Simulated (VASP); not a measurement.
# CdF2 (Fm-3m) in VASP: notebook

Aim: see how the results for CdF2 move with the level of theory and the settings. Levels: PBEsol+D3(BJ), PBEsol+D4. Tasks: single point.

Everything below comes from runs of VASP 6.6.1. Logs are shortened: lines on timing, memory, paths and dates and some standing lists are left out, and cuts for length are marked.

## (1) The cell of the first run

It takes space group Fm-3m (No. 225, cubic). Conventional cell: a = 5.356 Å, b = 5.356 Å, c = 5.356 Å, α = 90.00°, β = 90.00°, γ = 90.00°. Within 3.1 Å of Cd (site symmetry m-3m) lie 8 F at 2.32 Å. Within 3.1 Å of F (site symmetry -43m) lie 4 Cd at 2.32 Å and 6 F at 2.68 Å.

## (2) Single point, PBEsol+D3(BJ)

INCAR

```
PREC = Accurate ; ENCUT = 520
EDIFF = 1E-6 ; ISMEAR = -1
SIGMA = 0.05 ; LREAL = F
LASPH = T ; NELM = 100
ALGO = Normal ; ISIF = 2
LWAVE = F ; LCHARG = F
GGA = PS ; IVDW = 12
NBANDS = 20
```

KPOINTS

```
regular mesh
0
Gamma
  9 9 9
```

POSCAR

```
CdF2
1.0
    0.0000000000      2.6778571198      2.6778571198
    2.6778571198      0.0000000000      2.6778571198
    2.6778571198      2.6778571198      0.0000000000
Cd F
1 2
Direct
    0.0000000000      0.0000000000      0.0000000000
    0.7500000000      0.7500000000      0.7500000000
    0.2500000000      0.2500000000      0.2500000000
```

Potentials or basis: VASP PAW PBE potentials, release 64 (Cd, F).

The run is started by

```bash
cat potpaw_PBE.64/Cd/POTCAR potpaw_PBE.64/F/POTCAR > POTCAR
mpirun -np 1 vasp_std > vasp.out
```

OUTCAR:

```text
PREC = Accurate
   ENCUT = 520
   EDIFF = 1E-6
   ISMEAR = -1
   LREAL = F
   LASPH = T
   NELM = 100
   ISIF = 2
   GGA = PS
   IVDW = 12
 IVDW          = 12

 ion  position               nearest neighbor table
   1  0.000  0.000  0.000-   2 2.32   2 2.32   2 2.32   2 2.32   3 2.32   3 2.32   3 2.32   3 2.32

   2  0.750  0.750  0.750-   1 2.32   1 2.32   1 2.32   1 2.32
   3  0.250  0.250  0.250-   1 2.32   1 2.32   1 2.32   1 2.32

  LATTYP: Found a face centered cubic cell.
 ALAT       =     5.3557142396

  Lattice vectors:

 A1 = (   0.0000000000,   2.6778571198,   2.6778571198)
 A2 = (   2.6778571198,   0.0000000000,   2.6778571198)
 A3 = (   2.6778571198,   2.6778571198,   0.0000000000)

Analysis of symmetry for initial positions (statically):
=====================================================================
 Subroutine PRICEL returns:
 Original cell was already a primitive cell.

 Routine SETGRP: Setting up the symmetry group for a
 face centered cubic supercell.

 Subroutine GETGRP returns: Found 48 space group operations
[... 9 lines left out ...]

 Routine SETGRP: Setting up the symmetry group for a
 face centered cubic supercell.

 Subroutine GETGRP returns: Found 48 space group operations
[... 11 lines left out ...]
                                     Primitive cell

  volume of cell :      38.4054

  direct lattice vectors                    reciprocal lattice vectors
     0.000000000  2.677857120  2.677857120    -0.186716459  0.186716459  0.186716459
     2.677857120  0.000000000  2.677857120     0.186716459 -0.186716459  0.186716459
     2.677857120  2.677857120  0.000000000     0.186716459  0.186716459 -0.186716459

  length of vectors
     3.787061857  3.787061857  3.787061857     0.323402394  0.323402394  0.323402394

  position of ions in fractional coordinates (direct lattice)
     0.000000000  0.000000000  0.000000000
     0.750000000  0.750000000  0.750000000
     0.250000000  0.250000000  0.250000000

  ion indices of the primitive-cell ions
   primitive index   ion index
                 1           1
                 2           2
                 3           3

----------------------------------------------------------------------------------------

 KPOINTS: regular mesh

Automatic generation of k-mesh.
 Grid dimensions read from file:
 generate k-points for:    9    9    9

 Generating k-lattice:

  Cartesian coordinates                     Fractional coordinates (reciprocal lattice)
    -0.020746273  0.020746273  0.020746273     0.111111111  0.000000000  0.000000000
     0.020746273 -0.020746273  0.020746273     0.000000000  0.111111111  0.000000000
     0.020746273  0.020746273 -0.020746273     0.000000000  0.000000000  0.111111111

  Length of vectors
     0.035933599  0.035933599  0.035933599

  Shift w.r.t. Gamma in fractional coordinates (k-lattice)
     0.000000000  0.000000000  0.000000000

 Subroutine IBZKPT returns following result:
 ===========================================

 Found     35 irreducible k-points:

 Following reciprocal coordinates:
            Coordinates               Weight
  0.000000  0.000000  0.000000      1.000000
  0.111111  0.000000  0.000000      8.000000
  0.222222  0.000000  0.000000      8.000000
  0.333333  0.000000  0.000000      8.000000
  0.444444  0.000000  0.000000      8.000000
  0.111111  0.111111  0.000000      6.000000
[... 16 lines left out ...]
 -0.333333  0.333333  0.000000     12.000000
  0.444444  0.444444  0.000000      6.000000
 [... further k-points ...]
   k-points           NKPTS =     35   k-points in BZ     NKDIM =     35   number of bands    NBANDS=     20
   number of dos      NEDOS =    301   number of ions     NIONS =      3
   total plane-waves  NPLWV =  21952
   dimension x,y,z NGX =    28 NGY =   28 NGZ =   28
   dimension x,y,z NGXF=    56 NGYF=   56 NGZF=   56
   ions per type =               1   2
   NGX,Y,Z   is equivalent  to a cutoff of  12.29, 12.29, 12.29 a.u.
   NGXF,Y,Z  is equivalent  to a cutoff of  24.58, 24.58, 24.58 a.u.
 SYSTEM =  unknown system
   PREC   = accura    normal or accurate (medium, high low for compatibility)
   ISTART =      0    job   : 0-new  1-cont  2-samecut
   ICHARG =      2    charge: 1-file 2-atom 10-const
   ISPIN  =      1    spin polarized calculation?
   LNONCOLLINEAR =      F non collinear calculations
   LSORBIT =      F    spin-orbit coupling
   LASPH  =      T    aspherical Exc in radial PAW
   ENCUT  =  520.0 eV  38.22 Ry    6.18 a.u.   7.04  7.04  7.04*2*pi/ulx,y,z
   NELM   =    100;   NELMIN=  2; NELMDL= -5     # of ELM steps
   EDIFF  = 0.1E-05   stopping-criterion for ELM
   LREAL  =      F    real-space projection
   EDIFFG = 0.1E-04   stopping-criterion for IOM
   NSW    =      0    number of steps for IOM
   IBRION =     -1    ionic relax: 0-MD 1-quasi-New 2-CG
   NFREE  =      0    steps in history (QN), initial steepest desc. (CG)
   ISIF   =      2    stress and relaxation
   ISYM   =      2    0-nonsym 1-usesym 2-fastsym
   POTIM  = 0.5000    time-step for ionic-motion
   TEBEG  =    0.0;   TEEND  =   0.0 temperature during run
   PSTRESS=    0.0 pullay stress
   NELECT =      26.0000    total number of electrons
   NUPDOWN=      -1.0000    fix difference up-down
   EMIN   =  10.00;   EMAX   =-10.00  energy-range for DOS
   EFERMI =   0.00;   METHOD = LEGACY
   ISMEAR =    -1;   SIGMA  =   0.05  broadening in eV -4-tet -1-fermi 0-gaus
   EFERMI_NEDOS =   21; number of points for ismear=-14 and -15
   IALGO  =     38    algorithm
   IMIX   =      4    mixing-type and parameters
     AMIX     =   0.40;   BMIX     =  1.00
     AMIX_MAG =   1.60;   BMIX_MAG =  1.00
  volume/ion in A,a.u.               =      12.80        86.39
  Fermi-wavevector in a.u.,A,eV,Ry     =   1.437480  2.716444 28.114391  2.066349
  Thomas-Fermi vector in A             =   2.556553
   LORBIT       =      0    0 simple, 1 ext, 2 COOP (PROOUT), +10 PAW based schemes
   GGA     = PS    functional components
   LHFCALC =     F    Hartree Fock is set to
   AEXX    =    0.0000 exact exchange contribution
   IVDW    =    12    specifies the selected vdW correction
   LEPSILON=     F    determine dielectric tensor
   LRPA    =     F    only Hartree local field effects (RPA)
 non-spin polarized calculation
  energy-cutoff  :      520.00
  volume of cell :       38.41
 maximum number of plane-waves:      1044
   NGX = 15   NGY = 15   NGZ = 15

 number of electron      26.0000003 magnetization

 Free energy of the ion-electron system (eV)
  ---------------------------------------------------
  ext. energy  EPLUGINS =         0.00000000
  ---------------------------------------------------
  free energy    TOTEN  =       -11.58471077 eV

  energy without entropy =      -11.58471077  energy(sigma->0) =      -11.58471077

 E-fermi :  -0.2282     XC(G=0): -10.8093

 val. band max:       -1.3340420661   @ k =  -0.3333   0.4444   0.2222
 cond. band min:       1.6596675301   @ k =   0.0000   0.0000   0.0000
 fundamental gap:      2.9937095962
 Fermi energy:        -0.2281630586

 k-point     1 :       0.0000    0.0000    0.0000
  band No.  band energies     occupation
      1     -22.1258      2.00000
      2     -20.9382      2.00000
      3      -6.9956      2.00000
      4      -6.9956      2.00000
      5      -6.9956      2.00000
      6      -5.6617      2.00000
[... 12 lines left out ...]
     19      18.4951      0.00000
     20      18.4951      0.00000

 k-point     2 :       0.1111    0.0000    0.0000
  band No.  band energies     occupation
      1     -22.0835      2.00000
      2     -20.9750      2.00000
      3      -6.9451      2.00000
      4      -6.9451      2.00000
      5      -6.8552      2.00000
      6      -5.6788      2.00000
[... 12 lines left out ...]
     19      18.1755      0.00000
     20      18.1755      0.00000

 k-point     3 :       0.2222    0.0000    0.0000
  band No.  band energies     occupation
      1     -21.9663      2.00000
      2     -21.0804      2.00000
      3      -6.8206      2.00000
      4      -6.8206      2.00000
      5      -6.4673      2.00000
      6      -5.7017      2.00000
[... 12 lines left out ...]
     19      17.5871      0.00000
     20      18.1739      0.00000

 k-point     4 :       0.3333    0.0000    0.0000
  band No.  band energies     occupation
      1     -21.7989      2.00000
      2     -21.2316      2.00000
      3      -6.6953      2.00000
      4      -6.6953      2.00000
      5      -5.9328      2.00000
      6      -5.6720      2.00000
[... 12 lines left out ...]
     19      17.1027      0.00000
     20      17.9549      0.00000

 k-point     5 :       0.4444    0.0000    0.0000
  band No.  band energies     occupation
      1     -21.6129      2.00000
      2     -21.4044      2.00000
      3      -6.6328      2.00000
      4      -6.6328      2.00000
      5      -5.6003      2.00000
      6      -5.6003      2.00000
[... 12 lines left out ...]
     19      16.8386      0.00000
     20      17.4541      0.00000

 k-point     6 :       0.1111    0.1111    0.0000
  band No.  band energies     occupation
      1     -22.0701      2.00000
      2     -20.9865      2.00000
      3      -6.9233      2.00000
      4      -6.9233      2.00000
      5      -6.8151      2.00000
      6      -5.7340      2.00000
[... 12 lines left out ...]
     19      18.0884      0.00000
     20      18.6094      0.00000

 k-point     7 :       0.2222    0.1111    0.0000
  band No.  band energies     occupation
      1     -21.9804      2.00000
      2     -21.0656      2.00000
      3      -6.8144      2.00000
      4      -6.8131      2.00000
      5      -6.5197      2.00000
      6      -5.8151      2.00000
[... 12 lines left out ...]
     19      18.4137      0.00000
     20      19.1160      0.00000
[... 277 lines left out ...]
 k-point    20 :       0.3333    0.3333    0.0000
  band No.  band energies     occupation
      1     -21.7537      2.00000
      2     -21.2435      2.00000
      3      -6.4253      2.00000
      4      -6.3681      2.00000
      5      -6.3681      2.00000
      6      -5.7896      2.00000
[... 12 lines left out ...]
     19      19.0512      0.00000
     20      19.4433      0.00000

 k-point    21 :       0.4444    0.3333    0.0000
  band No.  band energies     occupation
      1     -21.6656      2.00000
      2     -21.3138      2.00000
      3      -6.5936      2.00000
      4      -6.2057      2.00000
      5      -6.1377      2.00000
      6      -5.5679      2.00000
[... 12 lines left out ...]
     19      18.9015      0.00000
     20      19.5343      0.00000

 k-point    22 :      -0.4444    0.3333    0.0000
  band No.  band energies     occupation
      1     -21.5708      2.00000
      2     -21.4004      2.00000
      3      -6.5929      2.00000
      4      -6.1306      2.00000
      5      -5.8921      2.00000
      6      -5.6705      2.00000
[... 12 lines left out ...]
     19      19.2633      0.00000
     20      19.4911      0.00000

 k-point    23 :      -0.3333    0.3333    0.0000
  band No.  band energies     occupation
      1     -21.5007      2.00000
      2     -21.4776      2.00000
      3      -6.5295      2.00000
      4      -6.1852      2.00000
      5      -5.8161      2.00000
      6      -5.6785      2.00000
[... 12 lines left out ...]
     19      18.0902      0.00000
     20      20.3885      0.00000

 k-point    24 :       0.4444    0.4444    0.0000
  band No.  band energies     occupation
      1     -21.6367      2.00000
      2     -21.3283      2.00000
      3      -6.7717      2.00000
      4      -6.0165      2.00000
      5      -6.0165      2.00000
      6      -5.5391      2.00000
[... 12 lines left out ...]
     19      18.2490      0.00000
     20      19.8962      0.00000

 [... further k-points ...]

------------------------ aborting loop because EDIFF is reached ----------------------------------------

 Edisp (eV)   -0.41785

 E8    (eV) :    -0.2505

  FORCE on cell =-STRESS in cart. coord.  units (eV):
  Direction    XX          YY          ZZ          XY          YZ          ZX
  --------------------------------------------------------------------------------------
  -------------------------------------------------------------------------------------
  Total       0.20821     0.20821     0.20821     0.00000     0.00000     0.00000
  in kB       8.68584     8.68584     8.68584     0.00000     0.00000     0.00000
  external pressure =        8.69 kB  Pullay stress =        0.00 kB

 VOLUME and BASIS-vectors are now :
 -----------------------------------------------------------------------------
  energy-cutoff  :      520.00
  volume of cell :       38.41
      direct lattice vectors                 reciprocal lattice vectors
     0.000000000  2.677857120  2.677857120    -0.186716459  0.186716459  0.186716459
     2.677857120  0.000000000  2.677857120     0.186716459 -0.186716459  0.186716459
     2.677857120  2.677857120  0.000000000     0.186716459  0.186716459 -0.186716459

 POSITION                                       TOTAL-FORCE (eV/Angst)
 -----------------------------------------------------------------------------------
      0.00000      0.00000      0.00000         0.000000      0.000000     -0.000000
      4.01679      4.01679      4.01679        -0.000000     -0.000000     -0.000000
      1.33893      1.33893      1.33893         0.000000     -0.000000      0.000000
 -----------------------------------------------------------------------------------
    total drift:                                0.000000      0.000000      0.000000

  FREE ENERGIE OF THE ION-ELECTRON SYSTEM (eV)
  ---------------------------------------------------
  free  energy   TOTEN  =       -12.0025572400 eV

  energy  without entropy=      -12.0025572399  energy(sigma->0) =      -12.00255724
```

Wall time 11 s (1 thread of Intel Xeon 6975P-C (Granite Rapids), shared host); peak memory 0.18 GiB.

Results:

```yaml
Free_energy: -12.0026 eV
Pressure: 0.9 GPa
Band_gap_on_the_k_mesh: 2.99 eV, indirect (least direct gap 3.43 eV)
Dispersion_energy_per_atom: -0.139 eV
```

Levels at points of the mesh, in eV from the valence-band top:
| k point | band 10 | band 11 | band 12 | band 13 | band 14 | band 15 | band 16 | band 17 |
| --- | --- | --- | --- | --- | --- | --- | --- | --- |
| (0.00, 0.00, 0.00) | -1.01 | -0.44 | -0.44 | -0.44 | 2.99 | 12.61 | 12.61 | 12.61 |

Caveat: the PAW data sets were made with another functional, which shifts forces and pressure a little.

[end of part 1 of 2]
